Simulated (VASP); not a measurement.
A run of VASP 6.6.1 is set up as follows.

File INCAR:

```
PREC = Accurate
ENCUT = 520
EDIFF = 1E-7
ISMEAR = 0
SIGMA = 0.1
LREAL = False
LASPH = True
NELM = 100
ALGO = Normal
ISIF = 2
LWAVE = False
LCHARG = False
GGA = PE
NBANDS = 22
```

The input KPOINTS:

```
Automatic mesh
0
Gamma
  4 4 8
```

The input POSCAR:

```
LiP2
1.0
    6.3830083766      0.0000000000      0.0000000000
    0.0000000000      6.3830083766      0.0000000000
    0.0000000000      0.0000000000      2.5706040606
Li P
2 4
Direct
    0.5000000000      0.5000000000      0.0000000000
    0.0000000000      0.0000000000      0.0000000000
    0.8827577719      0.6172422281      0.0000000000
    0.1172422281      0.3827577719      0.0000000000
    0.6172422281      0.1172422281      0.0000000000
    0.3827577719      0.8827577719      0.0000000000
```

Potentials or basis: VASP PAW PBE potentials, release 64 (Li_sv, P).

Command:

```bash
$ cat potpaw_PBE.64/Li_sv/POTCAR potpaw_PBE.64/P/POTCAR > POTCAR
$ mpirun -np 1 vasp_std > vasp.out
```

Task: What does it give for the largest force?

Result: 0.058 eV/Å.

Task: Estimate the band gap on the k mesh.

Result: Zero (band 13 reaches 7.99 eV, above the bottom of band 14 at 3.26 eV).

Forces on the atoms (eV/Å):
```
Li   0.000  0.000  0.000
Li   0.000  0.000  0.000
P    0.041 -0.041  0.000
P   -0.041  0.041  0.000
P   -0.041 -0.041  0.000
P    0.041  0.041  0.000
```
